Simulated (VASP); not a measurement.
The system is Al3Sb2P.

```
Al Sb P
1.0
     6.37557    0.00000    0.00000
    -3.18778    5.52140    0.00000
     0.00000    0.00000    3.33680
Al Sb P
3 2 1
Direct
  0.50000 0.00000 0.50000
  0.50000 0.50000 0.50000
  0.00000 0.50000 0.50000
  0.33333 0.66667 0.00000
  0.66667 0.33333 0.00000
  0.00000 0.00000 0.00000
```

- Program: VASP 6.6.1
- Task: relaxation of cell and atoms
- Functional: PBE
- Potentials or basis: VASP PAW PBE potentials, release 64 (Al, Sb, P)
- Cutoff: 600 eV
- k mesh: 3 × 3 × 6
- Occupations: gaussian, width 0.1 eV
- Spin: no spin polarisation

At the start: pressure 30.3 GPa; volume 19.58 Å³/atom.

Task: Where does the relaxation end?

Result: Over 8 steps the energy falls by 550.7 meV/atom and the volume is 26.12 Å³/atom (+33.4 %); space group P6/mmm (No. 191, to 0.05 Å).

Step by step:
```tsv
step	energy change (eV)	largest force (eV/Å)	pressure (GPa)	volume (Å³)
1	0.0000	0.0000	30.26	117.46
2	-2.5465	0.0000	-5.51	191.61
3	-3.2892	0.0000	-0.14	159.04
4	-3.2886	0.0000	-0.42	159.95
5	-3.2969	0.0000	-0.46	159.33
6	-3.3016	0.0000	-0.50	158.50
7	-3.3042	0.0000	0.17	156.16
8	-3.3045	0.0000	0.01	156.69
```

Final structure:
```yaml
crystal:
  lattice:
    - [6.81998, 0.00000, 0.00000]
    - [-3.40999, 5.90627, 0.00000]
    - [0.00000, 0.00000, 3.89006]
  atoms:
    - { symbol: Al, position: [0.50000, 0.00000, 0.50000] }
    - { symbol: Al, position: [0.50000, 0.50000, 0.50000] }
    - { symbol: Al, position: [0.00000, 0.50000, 0.50000] }
    - { symbol: Sb, position: [0.33333, 0.66667, 0.00000] }
    - { symbol: Sb, position: [0.66667, 0.33333, 0.00000] }
    - { symbol: P, position: [0.00000, 0.00000, 0.00000] }
```

Caveat: the k points lie up to 0.35 Å⁻¹ apart in the final cell; the volume moved by over 15 % at a fixed basis, so the end points are rough.
